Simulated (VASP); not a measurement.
# FeNi3 (Pm-3m) in VASP: a series of runs

Runs on FeNi3. Level: PBE. Tasks: single point.

Program: VASP 6.6.1. These are calculated values, not measurements. Logs are shortened: lines on timing, memory, paths and dates and some standing lists are left out, and cuts for length are marked.

## 1. The cell of the first run

The structure is cubic, space group Pm-3m (No. 221). The conventional cell has a = 3.396 Å, b = 3.396 Å, c = 3.396 Å, α = 90.00°, β = 90.00°, γ = 90.00°. Within 3.2 Å of Fe (site symmetry m-3m) lie 12 Ni at 2.40 Å. Within 3.2 Å of Ni (site symmetry 4/mmm) lie 4 Fe at 2.40 Å and 8 Ni at 2.40 Å.

## 2. Single point, PBE, collinear spin, ferromagnetic start (9.79 Å³/atom)

Contents of INCAR:

```
PREC     = Accurate       # precision mode
ENCUT    = 520            # plane-wave cutoff, eV
EDIFF    = 1E-6           # SCF threshold, eV
ISMEAR   = 0              # smearing method
SIGMA    = 0.1            # smearing width, eV
LREAL    = F              # projectors in reciprocal space
LASPH    = T              # aspherical terms in the spheres
NELM     = 150            # most SCF steps
ALGO     = Fast           # electronic algorithm
ISIF     = 2              # what is computed and relaxed
LWAVE    = F              # write WAVECAR
LCHARG   = T              # write CHGCAR
ISPIN    = 2              # spin polarisation
MAGMOM   = 3.2 0.75 0.75 0.75 # initial moments
LORBIT   = 11             # projections on sites
LMAXMIX  = 4              # l up to which the mixer works
GGA      = PE             # functional
LELF     = T              # ELF
LVHAR    = T            
NBANDS   = 31             # bands
```

Contents of KPOINTS:

```
regular mesh
0
Gamma
  12 12 12
```

Contents of POSCAR:

```
FeNi3
1.0
    3.3958610139      0.0000000000      0.0000000000
    0.0000000000      3.3958610139      0.0000000000
    0.0000000000      0.0000000000      3.3958610139
Fe Ni
1 3
Direct
    0.0000000000      0.0000000000      0.0000000000
    0.0000000000      0.5000000000      0.5000000000
    0.5000000000      0.0000000000      0.5000000000
    0.5000000000      0.5000000000      0.0000000000
```

Potentials or basis: VASP PAW PBE potentials, release 64 (Fe, Ni).

Command:

```sh
> cat potpaw_PBE.64/Fe/POTCAR potpaw_PBE.64/Ni/POTCAR > POTCAR
> mpirun -np 1 vasp_std > vasp.out
```

OUTCAR:

```text
PREC = Accurate
   ENCUT = 520
   EDIFF = 1E-6
   ISMEAR = 0
   LREAL = F
   LASPH = T
   NELM = 150
   ISIF = 2
   ISPIN = 2
   LORBIT = 11
   GGA = PE

 ion  position               nearest neighbor table
   1  0.000  0.000  0.000-   2 2.40   3 2.40   4 2.40   2 2.40   3 2.40   2 2.40   4 2.40   2 2.40
                             3 2.40   4 2.40   3 2.40   4 2.40
   2  0.000  0.500  0.500-   1 2.40   3 2.40   4 2.40   1 2.40   4 2.40   1 2.40   3 2.40   1 2.40
                             3 2.40   4 2.40   4 2.40   3 2.40
   3  0.500  0.000  0.500-   1 2.40   2 2.40   4 2.40   1 2.40   4 2.40   2 2.40   4 2.40   4 2.40
                             1 2.40   2 2.40   1 2.40   2 2.40
   4  0.500  0.500  0.000-   1 2.40   2 2.40   3 2.40   2 2.40   3 2.40   1 2.40   3 2.40   3 2.40
                             1 2.40   2 2.40   2 2.40   1 2.40

  LATTYP: Found a simple cubic cell.
 ALAT       =     3.3958610139

  Lattice vectors:

 A1 = (   3.3958610139,   0.0000000000,   0.0000000000)
 A2 = (   0.0000000000,   3.3958610139,   0.0000000000)
 A3 = (   0.0000000000,   0.0000000000,   3.3958610139)

Analysis of symmetry for initial positions (statically):
=====================================================================
 Subroutine PRICEL returns:
 Original cell was already a primitive cell.

 Routine SETGRP: Setting up the symmetry group for a
 simple cubic supercell.

 Subroutine GETGRP returns: Found 48 space group operations
 (whereof 48 operations were pure point group operations)
 out of a pool of 48 trial point group operations.

The static configuration has the point symmetry O_h .

Analysis of symmetry for dynamics (positions and initial velocities):
=====================================================================
 Subroutine PRICEL returns:
 Original cell was already a primitive cell.

 Routine SETGRP: Setting up the symmetry group for a
 simple cubic supercell.

 Subroutine GETGRP returns: Found 48 space group operations
 (whereof 48 operations were pure point group operations)
 out of a pool of 48 trial point group operations.

The dynamic configuration has the point symmetry O_h .

Analysis of structural, dynamic, and magnetic symmetry:
=====================================================================
 Subroutine PRICEL returns:
 Original cell was already a primitive cell.

 Routine SETGRP: Setting up the symmetry group for a
 simple cubic supercell.

 Subroutine GETGRP returns: Found 48 space group operations
 (whereof 48 operations were pure point group operations)
 out of a pool of 48 trial point group operations.

The overall configuration has the point symmetry O_h .

 Subroutine INISYM returns: Found 48 space group operations
 (whereof 48 operations are pure point group operations),
 and found     1 'primitive' translations

----------------------------------------------------------------------------------------

                                     Primitive cell

  volume of cell :      39.1606

  direct lattice vectors                    reciprocal lattice vectors
     3.395861014  0.000000000  0.000000000     0.294476127  0.000000000  0.000000000
     0.000000000  3.395861014  0.000000000     0.000000000  0.294476127  0.000000000
     0.000000000  0.000000000  3.395861014     0.000000000  0.000000000  0.294476127

  length of vectors
     3.395861014  3.395861014  3.395861014     0.294476127  0.294476127  0.294476127

  position of ions in fractional coordinates (direct lattice)
     0.000000000  0.000000000  0.000000000
     0.000000000  0.500000000  0.500000000
     0.500000000  0.000000000  0.500000000
     0.500000000  0.500000000  0.000000000

  ion indices of the primitive-cell ions
   primitive index   ion index
                 1           1
                 2           2
                 3           3
                 4           4

----------------------------------------------------------------------------------------

 KPOINTS: regular mesh

Automatic generation of k-mesh.
 Grid dimensions read from file:
 generate k-points for:   12   12   12

 Generating k-lattice:

  Cartesian coordinates                     Fractional coordinates (reciprocal lattice)
     0.024539677  0.000000000  0.000000000     0.083333333  0.000000000  0.000000000
     0.000000000  0.024539677  0.000000000     0.000000000  0.083333333  0.000000000
     0.000000000  0.000000000  0.024539677     0.000000000  0.000000000  0.083333333

  Length of vectors
     0.024539677  0.024539677  0.024539677

  Shift w.r.t. Gamma in fractional coordinates (k-lattice)
     0.000000000  0.000000000  0.000000000

 Subroutine IBZKPT returns following result:
 ===========================================

 Found     84 irreducible k-points:

 Following reciprocal coordinates:
            Coordinates               Weight
  0.000000  0.000000  0.000000      1.000000
  0.083333  0.000000  0.000000      6.000000
  0.166667  0.000000  0.000000      6.000000
  0.250000  0.000000  0.000000      6.000000
  0.333333  0.000000  0.000000      6.000000
  0.416667  0.000000  0.000000      6.000000
[... 16 lines left out ...]
  0.333333  0.333333  0.000000     12.000000
  0.416667  0.333333  0.000000     24.000000
 [... further k-points ...]
   k-points           NKPTS =     84   k-points in BZ     NKDIM =     84   number of bands    NBANDS=     31
   number of dos      NEDOS =    301   number of ions     NIONS =      4
   total plane-waves  NPLWV =  21952
   dimension x,y,z NGX =    28 NGY =   28 NGZ =   28
   dimension x,y,z NGXF=    56 NGYF=   56 NGZF=   56
   ions per type =               1   3
   NGX,Y,Z   is equivalent  to a cutoff of  13.71, 13.71, 13.71 a.u.
   NGXF,Y,Z  is equivalent  to a cutoff of  27.42, 27.42, 27.42 a.u.
 SYSTEM =  unknown system
   PREC   = accura    normal or accurate (medium, high low for compatibility)
   ISTART =      0    job   : 0-new  1-cont  2-samecut
   ICHARG =      2    charge: 1-file 2-atom 10-const
   ISPIN  =      2    spin polarized calculation?
   LNONCOLLINEAR =      F non collinear calculations
   LSORBIT =      F    spin-orbit coupling
   LASPH  =      T    aspherical Exc in radial PAW
   ENCUT  =  520.0 eV  38.22 Ry    6.18 a.u.   6.31  6.31  6.31*2*pi/ulx,y,z
   NELM   =    150;   NELMIN=  2; NELMDL= -5     # of ELM steps
   EDIFF  = 0.1E-05   stopping-criterion for ELM
   LREAL  =      F    real-space projection
   EDIFFG = 0.1E-04   stopping-criterion for IOM
   NSW    =      0    number of steps for IOM
[... 5 lines left out ...]
   TEBEG  =    0.0;   TEEND  =   0.0 temperature during run
   PSTRESS=    0.0 pullay stress
   NELECT =      38.0000    total number of electrons
   NUPDOWN=      -1.0000    fix difference up-down
   EMIN   =  10.00;   EMAX   =-10.00  energy-range for DOS
   EFERMI =   0.00;   METHOD = LEGACY
   ISMEAR =     0;   SIGMA  =   0.10  broadening in eV -4-tet -1-fermi 0-gaus
   EFERMI_NEDOS =   21; number of points for ismear=-14 and -15
   IALGO  =     68    algorithm
   IMIX   =      4    mixing-type and parameters
     AMIX     =   0.40;   BMIX     =  1.00
     AMIX_MAG =   1.60;   BMIX_MAG =  1.00
  volume/ion in A,a.u.               =       9.79        66.07
  Fermi-wavevector in a.u.,A,eV,Ry     =   1.620763  3.062798 35.740763  2.626872
  Thomas-Fermi vector in A             =   2.714649
   LORBIT       =     11    0 simple, 1 ext, 2 COOP (PROOUT), +10 PAW based schemes
   GGA     = PE    functional components
   LHFCALC =     F    Hartree Fock is set to
   AEXX    =    0.0000 exact exchange contribution
   IVDW    =     0    specifies the selected vdW correction
   LEPSILON=     F    determine dielectric tensor
   LRPA    =     F    only Hartree local field effects (RPA)
 spin polarized calculation
 RMM-DIIS sequential band-by-band and
 Gauss-broadening in eV      SIGMA  =   0.10
  energy-cutoff  :      520.00
  volume of cell :       39.16
 maximum number of plane-waves:      1074
 NGX is ok and might be reduce to    28
   NGX = 13   NGY = 13   NGZ = 13

 number of electron      38.0000018 magnetization       4.6543537

 Free energy of the ion-electron system (eV)
  ---------------------------------------------------
  ext. energy  EPLUGINS =         0.00000000
  ---------------------------------------------------
  free energy    TOTEN  =       -24.51558050 eV

  energy without entropy =      -24.50180075  energy(sigma->0) =      -24.50869062

 E-fermi :  10.3558     XC(G=0): -13.9091

 val. band max:       10.3545039951   @ k =   0.5000   0.3333   0.3333
 cond. band min:      10.3562655967   @ k =   0.3333   0.1667   0.0833
 fundamental gap:      0.0017616016
 Fermi energy:        10.3557543263

 spin component 1

 k-point     1 :       0.0000    0.0000    0.0000
  band No.  band energies     occupation
      1       0.4047      1.00000
      2       4.2988      1.00000
      3       4.2988      1.00000
      4       4.8986      1.00000
      5       5.1317      1.00000
      6       5.1317      1.00000
[... 805 lines left out ...]
     30      25.3471      0.00000
     31      26.4764      0.00000

 [... further k-points ...]

 spin component 2

 k-point     1 :       0.0000    0.0000    0.0000
  band No.  band energies     occupation
      1       0.4699      1.00000
      2       5.2597      1.00000
      3       5.2597      1.00000
      4       5.2772      1.00000
      5       6.0581      1.00000
      6       6.0581      1.00000
[... 805 lines left out ...]
     30      25.7112      0.00000
     31      26.9064      0.00000

 [... further k-points ...]

------------------------ aborting loop because EDIFF is reached ----------------------------------------

  FORCE on cell =-STRESS in cart. coord.  units (eV):
  Direction    XX          YY          ZZ          XY          YZ          ZX
  --------------------------------------------------------------------------------------
  -------------------------------------------------------------------------------------
  Total        8.2257183      8.2257183      8.2257183     -0.0000000     -0.0000000      0.0000000
  in kB      336.5384532    336.5384532    336.5384532     -0.0000000     -0.0000000      0.0000000
  external PRESSURE =     336.5384532 kB  Pullay stress =       0.0000000 kB

 VOLUME and BASIS-vectors are now :
 -----------------------------------------------------------------------------
  energy-cutoff  :      520.00
  volume of cell :       39.16
      direct lattice vectors                 reciprocal lattice vectors
     3.395861014  0.000000000  0.000000000     0.294476127  0.000000000  0.000000000
     0.000000000  3.395861014  0.000000000     0.000000000  0.294476127  0.000000000
     0.000000000  0.000000000  3.395861014     0.000000000  0.000000000  0.294476127

 POSITION                                       TOTAL-FORCE (eV/Angst)
 -----------------------------------------------------------------------------------
      0.00000      0.00000      0.00000         0.000000      0.000000      0.000000
      0.00000      1.69793      1.69793         0.000000      0.000000      0.000000
      1.69793      0.00000      1.69793         0.000000      0.000000      0.000000
      1.69793      1.69793      0.00000         0.000000      0.000000      0.000000
 -----------------------------------------------------------------------------------
    total drift:                                0.000000      0.000000      0.000000

  FREE ENERGIE OF THE ION-ELECTRON SYSTEM (eV)
  ---------------------------------------------------
  free  energy   TOTEN  =       -24.5155804951 eV

  energy  without entropy=      -24.5018007473  energy(sigma->0) =      -24.50869062

 total charge

# of ion       s       p       d       tot
------------------------------------------
    1        0.529   0.617   6.235   7.382
    2        0.564   0.637   8.393   9.595
    3        0.564   0.637   8.393   9.595
    4        0.564   0.637   8.393   9.595
--------------------------------------------------
tot          2.222   2.529  31.414  36.165

 magnetization (x)

# of ion       s       p       d       tot
------------------------------------------
    1        0.010   0.003   2.745   2.759
    2       -0.015  -0.044   0.680   0.621
    3       -0.015  -0.044   0.680   0.621
    4       -0.015  -0.044   0.680   0.621
--------------------------------------------------
tot         -0.034  -0.128   4.785   4.622
```

Wall time 3.1 min (1 thread of Intel Xeon 8259CL, shared host); peak memory 0.28 GiB.

What came out:

* Free energy: -24.5156 eV
* Pressure: 33.7 GPa
* Net moment: 4.65 μB per cell
* Site moments: Fe +2.76; Ni +0.62 μB
* Valence electrons inside the program's atomic spheres: Fe 7.38; Ni 9.60

Levels at points of the mesh, in eV from the Fermi level:
Spin up:
| k point | band 17 | band 18 | band 19 | band 20 | band 21 | band 22 | band 23 | band 24 | band 25 | band 26 |
| --- | --- | --- | --- | --- | --- | --- | --- | --- | --- | --- |
| (0.00, 0.00, 0.00) | -0.59 | -0.59 | -0.52 | -0.52 | -0.52 | 2.39 | 2.39 | 2.39 | 10.09 | 10.09 |
| (0.50, 0.00, 0.00) | -1.75 | -1.72 | -1.37 | -1.14 | -0.59 | -0.52 | 8.33 | 8.33 | 8.33 | 8.33 |
| (0.50, 0.50, 0.00) | -1.75 | -1.75 | -1.67 | -1.66 | 1.00 | 1.00 | 1.15 | 1.20 | 12.24 | 12.42 |
| (0.50, 0.50, 0.50) | -0.80 | -0.72 | -0.72 | -0.72 | -0.67 | -0.67 | -0.67 | -0.64 | 6.44 | 6.44 |
Spin down:
| k point | band 14 | band 15 | band 16 | band 17 | band 18 | band 19 | band 20 | band 21 |
| --- | --- | --- | --- | --- | --- | --- | --- | --- |
| (0.00, 0.00, 0.00) | 0.32 | 0.32 | 0.32 | 1.10 | 1.10 | 1.43 | 1.43 | 1.43 |
| (0.50, 0.00, 0.00) | -1.16 | -1.04 | -0.49 | -0.24 | -0.24 | 0.32 | 0.47 | 0.64 |
| (0.50, 0.50, 0.00) | -1.47 | -1.47 | -0.96 | -0.83 | 0.11 | 0.11 | 0.31 | 1.67 |
| (0.50, 0.50, 0.50) | -0.59 | -0.59 | -0.59 | 0.06 | 0.06 | 0.06 | 0.89 | 0.89 |

Caveat: the cell stands under pressure.

## 3. Single point, PBE, collinear spin, ferromagnetic start (10.12 Å³/atom)

This run uses another cell than the first one, of 10.12 Å³/atom.

Contents of INCAR:

```
SYSTEM = FeNi3
  PREC = Accurate
  ENCUT = 520
  EDIFF = 1E-6
  ISMEAR = 0
  SIGMA = 0.1
  LREAL = .FALSE.
  LASPH = .TRUE.
  NELM = 150
  ALGO = Normal
  ISIF = 2
  LWAVE = .FALSE.
  LCHARG = .FALSE.
  ISPIN = 2
  MAGMOM = 3.2 0.75 0.75 0.75
  LORBIT = 11
  LMAXMIX = 4
  GGA = PE
  NBANDS = 31
```

Contents of KPOINTS:

```
Automatic mesh
0
G
  12 12 12
  0 0 0
```

Contents of POSCAR:

```
FeNi3
1.0
    3.4340199495      0.0000000000      0.0000000000
    0.0000000000      3.4340199495      0.0000000000
    0.0000000000      0.0000000000      3.4340199495
Fe Ni
1 3
Direct
    0.0000000000      0.0000000000      0.0000000000
    0.0000000000      0.5000000000      0.5000000000
    0.5000000000      0.0000000000      0.5000000000
    0.5000000000      0.5000000000      0.0000000000
```

Potentials or basis: VASP PAW PBE potentials, release 64 (Fe, Ni).

Command:

```sh
> cat potpaw_PBE.64/Fe/POTCAR potpaw_PBE.64/Ni/POTCAR > POTCAR
> mpirun -np 1 vasp_std > vasp.out
```

Run time: 2.7 min. Hardware: 1 thread of Intel Xeon 8259CL, shared host; peak memory 0.28 GiB.

Results (log left out):

- Free energy: -24.7497 eV
- Pressure: 23.0 GPa
- Net moment: 4.70 μB per cell
- Site moments: Fe +2.80; Ni +0.63 μB
- Valence electrons inside the program's atomic spheres: Fe 7.30; Ni 9.52

Levels at points of the mesh, in eV from the Fermi level:
Spin up:
| k point | band 17 | band 18 | band 19 | band 20 | band 21 | band 22 | band 23 | band 24 | band 25 | band 26 |
| --- | --- | --- | --- | --- | --- | --- | --- | --- | --- | --- |
| (0.00, 0.00, 0.00) | -0.60 | -0.60 | -0.58 | -0.58 | -0.58 | 2.35 | 2.35 | 2.35 | 9.75 | 9.75 |
| (0.50, 0.00, 0.00) | -1.71 | -1.67 | -1.38 | -1.11 | -0.60 | -0.58 | 8.10 | 8.10 | 8.10 | 8.10 |
| (0.50, 0.50, 0.00) | -1.74 | -1.74 | -1.63 | -1.61 | 0.92 | 0.92 | 1.05 | 1.09 | 11.94 | 12.09 |
| (0.50, 0.50, 0.50) | -0.80 | -0.76 | -0.76 | -0.76 | -0.63 | -0.63 | -0.63 | -0.57 | 6.16 | 6.16 |
Spin down:
```csv
k point,band 13,band 14,band 15,band 16,band 17,band 18,band 19,band 20,band 21,band 22
"(0.00, 0.00, 0.00)",-0.01,0.31,0.31,0.31,1.07,1.07,1.38,1.38,1.38,2.40
"(0.50, 0.00, 0.00)",-1.10,-1.10,-0.99,-0.46,-0.21,-0.21,0.31,0.49,0.63,1.35
"(0.50, 0.50, 0.00)",-1.40,-1.40,-1.39,-0.92,-0.78,0.13,0.13,0.34,1.59,1.59
"(0.50, 0.50, 0.50)",-0.67,-0.56,-0.56,-0.56,0.06,0.06,0.06,0.87,0.87,0.87
```

Caveat: the cell stands under pressure.

(Continued in part 2 of 2.)
